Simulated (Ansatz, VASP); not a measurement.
# Two plane-wave programs on Au

```
Au
1.0
     4.79674    0.00000    0.00000
     0.00000    3.09549    0.00000
     0.00000    0.00000    4.86264
Au
4
Direct
  0.25000 0.00000 0.18517
  0.75000 0.00000 0.81483
  0.25000 0.50000 0.68517
  0.75000 0.50000 0.31483
```

Alike in both runs: functional PBE; k mesh 4 × 6 × 4; occupations gaussian, width 0.1 eV; no spin polarisation.

Ansatz relaxed the structure, and its values are those at the end. VASP's run is a single point on that final structure, the one shown.

|  | VASP | Ansatz |
| --- | --- | --- |
| version | VASP 6.6.1 | Ansatz 0.2.0 |
| potentials or method | VASP PAW PBE potentials, release 64 (Au), cutoff 520 eV | scalar-relativistic, plane waves, PAW |
| valence electrons in the cell | 44 | 76 |

```csv
,VASP,Ansatz,Ansatz less VASP
gap on the k mesh at the Fermi level (eV),none,none,-
pressure (GPa),-0.4,-0.2,+0.23
```

A gap of «none» marks a metal or a gap that the smearing closes. VASP's potentials hold 44 valence electrons a cell and Ansatz's 76, so a difference there can come from the potentials and not from the codes.

Neither program's run includes spin-orbit coupling.
